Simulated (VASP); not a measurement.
Input of a VASP 6.6.1 run:

Contents of INCAR:

```
  ALGO = Normal
  DIPOL = 0.5 0.5 0.480
  EDIFF = 1E-6
  ENCUT = 520
  GGA = PE
  IDIPOL = 3
  ISIF = 2
  ISMEAR = 0
  IVDW = 12
  LASPH = True
  LCHARG = False
  LDIPOL = True
  LREAL = False
  LWAVE = False
  NBANDS = 89
  NELM = 100
  PREC = Accurate
  SIGMA = 0.1
```

Contents of KPOINTS:

```
k-points
0
Gamma
  4 4 1
```

Contents of POSCAR:

```
Zn12HF
1.0
    5.2355063798      0.0000000000      0.0000000000
    0.0000000000      4.8035762477      0.0000000000
    0.0000000000      0.0000000000     24.2198617810
Zn F H
12 1 1
Direct
    0.5000000000      0.7500000000      0.3303074176
    0.0000000000      0.7500000000      0.3303074176
    0.7500000000      0.2500000000      0.3615082668
    0.2500000000      0.2500000000      0.3615082668
    0.7500000000      0.7500000000      0.4239099651
    0.2500000000      0.7500000000      0.4239099651
    0.0001026725      0.2500000000      0.4559864546
    0.4998973275      0.2500000000      0.4559864546
    0.0000522109      0.7500000000      0.5397043843
    0.4999477891      0.7500000000      0.5397043843
    0.2500000000      0.2500000000      0.5511996074
    0.7500000000      0.2500000000      0.5512479999
    0.7500000000      0.7500000000      0.6751796726
    0.7500000000      0.7500000000      0.7136392967
```

Potentials or basis: VASP PAW PBE potentials, release 64 (Zn, F, H).

Run with:

```console
$ cat potpaw_PBE.64/Zn/POTCAR potpaw_PBE.64/F/POTCAR potpaw_PBE.64/H/POTCAR > POTCAR
$ mpirun -np 1 vasp_std > vasp.out
```

(1) What does it give for the largest force?

(2) Estimate the band gap on the k mesh.

(3) Estimate the dispersion energy per atom.

Answers

(1) 0.881 eV/Å.

(2) zero (bands 76 and 77 overlap by 0.08 eV).

(3) -0.245 eV.
